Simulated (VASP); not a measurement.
# CO2 (I-42d) in VASP: a series of runs

Runs on CO2. Level: PBEsol. Tasks: relaxation of cell and atoms, single point.

All numbers are computed with VASP 6.6.1; they aren't measurements. Logs are shortened: lines on timing, memory, paths and dates and some standing lists are left out, and cuts for length are marked.

## Step 1: The cell of the first run

Symmetry: I-42d, No. 122, tetragonal system. Conventional cell: a = 3.949 Å, b = 3.949 Å, c = 6.028 Å, α = 90.00°, β = 90.00°, γ = 90.00°. Within 1.9 Å of C (site symmetry -4) lie 4 O at 1.40 Å. Within 1.9 Å of O (site symmetry 2) lie 2 C at 1.40 Å.

## Step 2: Relaxation of cell and atoms, PBEsol

The input, INCAR:

```
SYSTEM = CO2
PREC = Accurate
ENCUT = 600
EDIFF = 1E-6
ISMEAR = 0
SIGMA = 0.01
LREAL = .FALSE.
LASPH = .TRUE.
NELM = 60
ALGO = Normal
ISIF = 3
LWAVE = .FALSE.
LCHARG = .FALSE.
GGA = PS
IBRION = 2
NSW = 80
EDIFFG = -0.01
```

The input, KPOINTS:

```
regular mesh
0
G
  8 8 8
  0 0 0
```

The input, POSCAR:

```
CO2
1.0
    4.1089710000      0.0000000000      0.0000000000
    0.3128408337      4.0970444581      0.0000000000
   -2.2109054553     -2.0485218014      2.7926865517
C O
2 4
Direct
    0.7500000000      0.2500000000      0.5000000000
    0.0000000000      0.0000000000      0.0000000000
    0.7097980000      0.1250000000      0.0847980000
    0.0402020000      0.6250000000      0.9152020000
    0.3750000000      0.2902020000      0.4152020000
    0.8750000000      0.9597980000      0.5847980000
```

Potentials or basis: VASP PAW PBE potentials, release 64 (C, O).

Launch:

```bash
$ cat potpaw_PBE.64/C/POTCAR potpaw_PBE.64/O/POTCAR > POTCAR
$ mpirun -np 1 vasp_std > vasp.out
```

OUTCAR:

```text
SYSTEM = CO2
   PREC = Accurate
   ENCUT = 600
   EDIFF = 1E-6
   ISMEAR = 0
   LREAL = .FALSE.
   LASPH = .TRUE.
   NELM = 60
   ISIF = 3
   GGA = PS
   IBRION = 2
   NSW = 80
   EDIFFG = -0.01

 ion  position               nearest neighbor table
   1  0.750  0.250  0.500-   6 1.40   5 1.40   3 1.40   4 1.40
   2  0.000  0.000  0.000-   3 1.40   4 1.40   6 1.40   5 1.40
   3  0.710  0.125  0.085-   2 1.40   1 1.40
   4  0.040  0.625  0.915-   2 1.40   1 1.40
   5  0.375  0.290  0.415-   1 1.40   2 1.40
   6  0.875  0.960  0.585-   1 1.40   2 1.40

  LATTYP: Found a body centered tetragonal cell.
 ALAT       =     3.9494547166
 C/A-ratio  =     1.5263162431

  Lattice vectors:

 A1 = (   4.1089710000,   0.0000000000,   0.0000000000)
 A2 = (   0.3128408337,   4.0970444581,   0.0000000000)
 A3 = (  -2.2109054553,  -2.0485218014,   2.7926865517)

Analysis of symmetry for initial positions (statically):
=====================================================================
 Subroutine PRICEL returns:
 Original cell was already a primitive cell.

 Routine SETGRP: Setting up the symmetry group for a
 body centered tetragonal supercell.

 Subroutine GETGRP returns: Found  8 space group operations
 (whereof  4 operations were pure point group operations)
 out of a pool of 16 trial point group operations.

The static configuration has the point symmetry S_4 .
 The point group associated with its full space group is D_2d.

Analysis of symmetry for dynamics (positions and initial velocities):
=====================================================================
 Subroutine PRICEL returns:
 Original cell was already a primitive cell.

 Routine SETGRP: Setting up the symmetry group for a
 body centered tetragonal supercell.

 Subroutine GETGRP returns: Found  8 space group operations
 (whereof  4 operations were pure point group operations)
 out of a pool of 16 trial point group operations.

The dynamic configuration has the point symmetry S_4 .
 The point group associated with its full space group is D_2d.

 Subroutine INISYM returns: Found  8 space group operations
 (whereof  4 operations are pure point group operations),
 and found     1 'primitive' translations

----------------------------------------------------------------------------------------

                                     Primitive cell

  volume of cell :      47.0139

  direct lattice vectors                    reciprocal lattice vectors
     4.108971000  0.000000000  0.000000000     0.243369934 -0.018583165  0.179039032
     0.312840834  4.097044458  0.000000000     0.000000000  0.244078386  0.179039032
    -2.210905455 -2.048521801  2.792686552     0.000000000  0.000000000  0.358078138

  length of vectors
     4.108971000  4.108971000  4.108971000     0.302703210  0.302703210  0.358078138

  position of ions in fractional coordinates (direct lattice)
     0.750000000  0.250000000  0.500000000
     0.000000000  0.000000000  0.000000000
     0.709798000  0.125000000  0.084798000
     0.040202000  0.625000000  0.915202000
     0.375000000  0.290202000  0.415202000
     0.875000000  0.959798000  0.584798000

  ion indices of the primitive-cell ions
   primitive index   ion index
                 1           1
                 2           2
                 3           3
                 4           4
                 5           5
                 6           6

----------------------------------------------------------------------------------------

 KPOINTS: regular mesh

Automatic generation of k-mesh.
 Grid dimensions read from file:
 generate k-points for:    8    8    8

 Generating k-lattice:

  Cartesian coordinates                     Fractional coordinates (reciprocal lattice)
     0.030421242 -0.002322896  0.022379879     0.125000000  0.000000000 -0.000000000
     0.000000000  0.030509798  0.022379879     0.000000000  0.125000000  0.000000000
     0.000000000  0.000000000  0.044759767     0.000000000  0.000000000  0.125000000

  Length of vectors
     0.037837901  0.037837901  0.044759767

  Shift w.r.t. Gamma in fractional coordinates (k-lattice)
     0.000000000  0.000000000  0.000000000

 Subroutine IBZKPT returns following result:
 ===========================================

 Found     59 irreducible k-points:

 Following reciprocal coordinates:
            Coordinates               Weight
  0.000000  0.000000  0.000000      1.000000
  0.125000  0.000000 -0.000000      8.000000
  0.250000  0.000000 -0.000000      8.000000
  0.375000  0.000000  0.000000      8.000000
  0.500000  0.000000 -0.000000      4.000000
  0.125000  0.125000 -0.000000      8.000000
[... 16 lines left out ...]
  0.250000  0.125000  0.125000     16.000000
  0.375000  0.125000  0.125000      8.000000
 [... further k-points ...]
   k-points           NKPTS =     59   k-points in BZ     NKDIM =     59   number of bands    NBANDS=     20
   number of dos      NEDOS =    301   number of ions     NIONS =      6
   total plane-waves  NPLWV =  46656
   dimension x,y,z NGX =    36 NGY =   36 NGZ =   36
   dimension x,y,z NGXF=    72 NGYF=   72 NGZF=   72
   ions per type =               2   4
   NGX,Y,Z   is equivalent  to a cutoff of  14.57, 14.57, 14.57 a.u.
   NGXF,Y,Z  is equivalent  to a cutoff of  29.13, 29.13, 29.13 a.u.
 SYSTEM =  CO2
   PREC   = accura    normal or accurate (medium, high low for compatibility)
   ISTART =      0    job   : 0-new  1-cont  2-samecut
   ICHARG =      2    charge: 1-file 2-atom 10-const
   ISPIN  =      1    spin polarized calculation?
   LNONCOLLINEAR =      F non collinear calculations
   LSORBIT =      F    spin-orbit coupling
   LASPH  =      T    aspherical Exc in radial PAW
   ENCUT  =  600.0 eV  44.10 Ry    6.64 a.u.   8.21  8.21  8.21*2*pi/ulx,y,z
   NELM   =     60;   NELMIN=  2; NELMDL= -5     # of ELM steps
   EDIFF  = 0.1E-05   stopping-criterion for ELM
   LREAL  =      F    real-space projection
   EDIFFG = -.1E-01   stopping-criterion for IOM
   NSW    =     80    number of steps for IOM
   IBRION =      2    ionic relax: 0-MD 1-quasi-New 2-CG
   NFREE  =      1    steps in history (QN), initial steepest desc. (CG)
   ISIF   =      3    stress and relaxation
   ISYM   =      2    0-nonsym 1-usesym 2-fastsym
   POTIM  = 0.5000    time-step for ionic-motion
   TEBEG  =    0.0;   TEEND  =   0.0 temperature during run
   PSTRESS=    0.0 pullay stress
   NELECT =      32.0000    total number of electrons
   NUPDOWN=      -1.0000    fix difference up-down
   EMIN   =  10.00;   EMAX   =-10.00  energy-range for DOS
   EFERMI =   0.00;   METHOD = LEGACY
   ISMEAR =     0;   SIGMA  =   0.01  broadening in eV -4-tet -1-fermi 0-gaus
   EFERMI_NEDOS =   21; number of points for ismear=-14 and -15
   IALGO  =     38    algorithm
   IMIX   =      4    mixing-type and parameters
     AMIX     =   0.40;   BMIX     =  1.00
     AMIX_MAG =   1.60;   BMIX_MAG =  1.00
  volume/ion in A,a.u.               =       7.84        52.88
  Fermi-wavevector in a.u.,A,eV,Ry     =   1.440067  2.721333 28.215685  2.073794
  Thomas-Fermi vector in A             =   2.558853
   LORBIT       =      0    0 simple, 1 ext, 2 COOP (PROOUT), +10 PAW based schemes
   GGA     = PS    functional components
   LHFCALC =     F    Hartree Fock is set to
   AEXX    =    0.0000 exact exchange contribution
   IVDW    =     0    specifies the selected vdW correction
   LEPSILON=     F    determine dielectric tensor
   LRPA    =     F    only Hartree local field effects (RPA)
 conjugate gradient relaxation of ions
 non-spin polarized calculation
 Gauss-broadening in eV      SIGMA  =   0.01
  energy-cutoff  :      600.00
  volume of cell :       47.01
 maximum number of plane-waves:      1588
 NGX is ok and might be reduce to    36
   NGX = 17   NGY = 17   NGZ = 17

--------------------------------------- Ionic step        1  -------------------------------------------

 number of electron      31.9999994 magnetization

 Free energy of the ion-electron system (eV)
  ---------------------------------------------------
  ext. energy  EPLUGINS =         0.00000000
  ---------------------------------------------------
  free energy    TOTEN  =       -46.11544784 eV

  energy without entropy =      -46.11544784  energy(sigma->0) =      -46.11544784

------------------------ aborting loop because EDIFF is reached ----------------------------------------

  FORCE on cell =-STRESS in cart. coord.  units (eV):
  Direction    XX          YY          ZZ          XY          YZ          ZX
  --------------------------------------------------------------------------------------
  -------------------------------------------------------------------------------------
  Total       -1.6894577     -1.6518766     -1.4238651     -0.2460864     -0.0000002     -0.0000002
  in kB      -57.5747377    -56.2940156    -48.5236533     -8.3863342     -0.0000074     -0.0000080
  external PRESSURE =     -54.1308022 kB  Pullay stress =       0.0000000 kB

 VOLUME and BASIS-vectors are now :
 -----------------------------------------------------------------------------
  energy-cutoff  :      600.00
  volume of cell :       47.01
      direct lattice vectors                 reciprocal lattice vectors
     4.108971000  0.000000000  0.000000000     0.243369934 -0.018583165  0.179039032
     0.312840834  4.097044458  0.000000000     0.000000000  0.244078386  0.179039032
    -2.210905455 -2.048521801  2.792686552     0.000000000  0.000000000  0.358078138
[... 121 lines left out ...]
 POSITION                                       TOTAL-FORCE (eV/Angst)
 -----------------------------------------------------------------------------------
      2.03545     -0.00668      1.38831         0.000000      0.000000      0.000000
      2.18377      2.02338      2.77661         0.000000      0.000000      0.000000
      2.73927      0.32877      0.23229        -0.036650      0.039556     -0.053925
     -1.64739      0.68292      2.54432         0.036650     -0.039556      0.053925
      0.70382      0.33545      1.15601        -0.036650      0.039556      0.053925
      2.57183      2.69962      1.62060         0.036650     -0.039556     -0.053925
 -----------------------------------------------------------------------------------
    total drift:                               -0.000028     -0.000026     -0.000037

  FREE ENERGIE OF THE ION-ELECTRON SYSTEM (eV)
  ---------------------------------------------------
  free  energy   TOTEN  =       -46.1361458833 eV

  energy  without entropy=      -46.1361458833  energy(sigma->0) =      -46.13614588

--------------------------------------- Ionic step        5  -------------------------------------------

 number of electron      31.9999992 magnetization

 Free energy of the ion-electron system (eV)
  ---------------------------------------------------
  ext. energy  EPLUGINS =         0.00000000
  ---------------------------------------------------
  free energy    TOTEN  =       -46.13714007 eV

  energy without entropy =      -46.13714007  energy(sigma->0) =      -46.13714007

 E-fermi :   2.4686     XC(G=0): -11.5005

 val. band max:        2.3740020843   @ k =   0.5000   0.0000  -0.0000
 cond. band min:       9.9278622874   @ k =   0.0000   0.0000   0.0000
 fundamental gap:      7.5538602031
 Fermi energy:         2.4686155525

 k-point     1 :       0.0000    0.0000    0.0000
  band No.  band energies     occupation
      1     -21.8151      2.00000
      2     -16.6019      2.00000
      3     -16.6019      2.00000
      4     -15.8769      2.00000
      5     -12.2723      2.00000
      6      -7.4612      2.00000
[... 12 lines left out ...]
     19      11.7650      0.00000
     20      11.7650      0.00000
[... 507 lines left out ...]
 k-point    24 :       0.3750    0.1250    0.1250
  band No.  band energies     occupation
      1     -20.5102      2.00000
      2     -18.9561      2.00000
      3     -16.8149      2.00000
      4     -16.4419      2.00000
      5     -10.0962      2.00000
      6      -8.0351      2.00000
[... 12 lines left out ...]
     19      11.9265      0.00000
     20      12.5025      0.00000

 [... further k-points ...]

------------------------ aborting loop because EDIFF is reached ----------------------------------------

  FORCE on cell =-STRESS in cart. coord.  units (eV):
  Direction    XX          YY          ZZ          XY          YZ          ZX
  --------------------------------------------------------------------------------------
  -------------------------------------------------------------------------------------
  Total        0.0051413     -0.0020645     -0.0457837      0.0471847     -0.0000000     -0.0000000
  in kB        0.1801784     -0.0723503     -1.6044907      1.6535904     -0.0000002     -0.0000003
  external PRESSURE =      -0.4988875 kB  Pullay stress =       0.0000000 kB

 VOLUME and BASIS-vectors are now :
 -----------------------------------------------------------------------------
  energy-cutoff  :      600.00
  volume of cell :       45.72
      direct lattice vectors                 reciprocal lattice vectors
     4.062772102 -0.019790568 -0.000000004     0.246051711 -0.017582832  0.180127942
     0.289590307  4.052486431 -0.000000004     0.001201609  0.246676218  0.180127942
    -2.176180753 -2.016347513  2.775804195     0.000000000  0.000000000  0.360255959

 POSITION                                       TOTAL-FORCE (eV/Angst)
 -----------------------------------------------------------------------------------
      2.03139     -0.00990      1.38790         0.000000      0.000000     -0.000000
      0.00000      0.00000      0.00000         0.000000      0.000000     -0.000000
      2.73094      0.32635      0.22881        -0.001504      0.001623     -0.002212
     -1.64285      0.68182      2.54699         0.001504     -0.001623      0.002212
      0.69956      0.33625      1.15909        -0.001504      0.001623      0.002212
      2.56471      2.68828      1.61671         0.001504     -0.001623     -0.002212
 -----------------------------------------------------------------------------------
    total drift:                               -0.000028     -0.000026     -0.000037

  FREE ENERGIE OF THE ION-ELECTRON SYSTEM (eV)
  ---------------------------------------------------
  free  energy   TOTEN  =       -46.1371400725 eV

  energy  without entropy=      -46.1371400725  energy(sigma->0) =      -46.13714007

 reached required accuracy - stopping structural energy minimisation
```

Run time: 2.9 min. Hardware: 1 thread of AMD EPYC 7R13 (Zen 3), shared host; peak memory 0.2 GiB.

What came out:

| Quantity | Value |
| --- | --- |
| Free energy | -46.1371 eV |
| Relaxed volume | 7.62 Å³/atom |
| Relaxed cell | a = 4.063 Å, b = 4.063 Å, c = 4.063 Å, α = 122.22°, β = 122.22°, γ = 86.19° |
| Space group after relaxing (to 0.1 Å) | I-42d (No. 122) |
| Energy gained by relaxing | 3.6 meV/atom |
| Ionic steps | 5 |
| Pressure after relaxing | 0.0 GPa |
| Largest force after relaxing | 0.003 eV/Å |
| Band gap on the k mesh | 7.55 eV (least direct gap 7.99 eV) |

Forces in eV/Å, atoms in the order of the input:
```
C    0.000  0.000  0.000
C    0.000  0.000  0.000
O   -0.002  0.002 -0.002
O    0.002 -0.002  0.002
O   -0.002  0.002  0.002
O    0.002 -0.002 -0.002
```

The path:
| step | energy change (eV) | largest force (eV/Å) | pressure (GPa) | volume (Å³) |
| --- | --- | --- | --- | --- |
| 1 | 0.0000 | 0.1232 | -5.41 | 47.01 |
| 2 | 0.0057 | 0.5582 | 6.26 | 45.24 |
| 3 | -0.0154 | 0.1822 | -0.27 | 46.18 |
| 4 | -0.0207 | 0.0763 | -0.16 | 45.90 |
| 5 | -0.0217 | 0.0031 | -0.05 | 45.72 |

Final structure:
```xyz
6
Lattice="4.0628 -0.0198 0.0000 0.2896 4.0525 0.0000 -2.1762 -2.0163 2.7758" Properties=species:S:1:pos:R:3 pbc="T T T"
C     2.0314   -0.0099    1.3879
C     0.0000    0.0000    0.0000
O     2.7309    0.3264    0.2288
O    -1.6429    0.6818    2.5470
O     0.6996    0.3362    1.1591
O     2.5647    2.6883    1.6167
```

Levels at points of the mesh, in eV from the valence-band top:
| k point | band 14 | band 15 | band 16 | band 17 | band 18 | band 19 |
| --- | --- | --- | --- | --- | --- | --- |
| (0.00, 0.00, 0.00) | -0.90 | -0.90 | -0.43 | 7.55 | 9.37 | 9.39 |
| (0.50, 0.00, 0.00) | -1.44 | -0.45 | 0.00 | 8.30 | 9.54 | 9.77 |
| (0.50, 0.50, 0.00) | -0.67 | -0.54 | -0.54 | 9.01 | 9.01 | 9.95 |
| (0.50, 0.50, 0.50) | -2.90 | -0.04 | -0.04 | 8.87 | 8.87 | 10.79 |

Caveat: the PAW data sets were made with another functional, which shifts forces and pressure a little. A k mesh can miss the band edges.

## Step 3: Single point, PBEsol

This run uses another cell than the first one, of 7.59 Å³/atom.

The input, INCAR:

```
SYSTEM = CO2
  ALGO = Normal
  EDIFF = 1E-6
  ENCUT = 910
  GGA = PS
  GGA_COMPAT = .FALSE.
  ISIF = 2
  ISMEAR = 0
  LASPH = .TRUE.
  LCHARG = .FALSE.
  LREAL = .FALSE.
  LWAVE = .FALSE.
  NBANDS = 25
  NELM = 120
  PREC = Accurate
  SIGMA = 0.01
```

The input, KPOINTS:

```
k-points
0
G
  8 8 8
  0 0 0
```

The input, POSCAR:

```
CO2
1.0
    4.0598330287     -0.0139383229     -0.0000003344
    0.2952017964      4.0491103216     -0.0000003344
   -2.1775171837     -2.0175857873      2.7695134957
C O
2 4
Direct
    0.7500000000      0.2500000000      0.5000000000
    0.0000000000      0.0000000000      0.0000000000
    0.7075610382      0.1250000000      0.0825610382
    0.0424389618      0.6250000000      0.9174389618
    0.3750000000      0.2924389618      0.4174389618
    0.8750000000      0.9575610382      0.5825610382
```

Potentials or basis: VASP PAW PBE potentials, release 64 (C_h, O_h).

Launch:

```bash
$ cat potpaw_PBE.64/C_h/POTCAR potpaw_PBE.64/O_h/POTCAR > POTCAR
$ mpirun -np 1 vasp_std > vasp.out
```

It took 63 s on 1 thread of Intel Xeon 6975P-C (Granite Rapids), shared host; peak memory 0.3 GiB.

The run converged. Its results:

```yaml
Free_energy: -46.3858 eV
Pressure: -0.3 GPa
Largest_force: 0.025 eV/Å
Band_gap_on_the_k_mesh: 7.63 eV (least direct gap 8.06 eV)
```

Forces in eV/Å, atoms in the order of the input:
```
C    0.000  0.000  0.000
C    0.000  0.000  0.000
O   -0.012  0.013 -0.018
O    0.012 -0.013  0.018
O   -0.012  0.013  0.018
O    0.012 -0.013 -0.018
```

Stress tensor (GPa, compression positive):
```
-0.37 -0.09  0.00
-0.09 -0.36  0.00
 0.00  0.00 -0.28
```

Levels at points of the mesh, in eV from the valence-band top:
```
           k point  band 13  band 14  band 15  band 16  band 17  band 18  band 19  band 20
(0.00, 0.00, 0.00)    -1.29    -0.89    -0.89    -0.43     7.63     9.48     9.48     9.50
(0.50, 0.00, 0.00)    -1.75    -1.44    -0.44     0.00     8.38     9.66     9.91    10.45
(0.50, 0.50, 0.00)    -0.66    -0.66    -0.54    -0.54     9.12     9.12    10.06    10.06
(0.50, 0.50, 0.50)    -2.91    -2.91    -0.02    -0.02     8.95     8.95    10.92    10.92
```

Caveat: the cutoff is under 1.25 times the usual one of these potentials, so pressure, stress and relaxed cells hold a basis-set (Pulay) error; the PAW data sets were made with another functional, which shifts forces and pressure a little. A k mesh can miss the band edges.
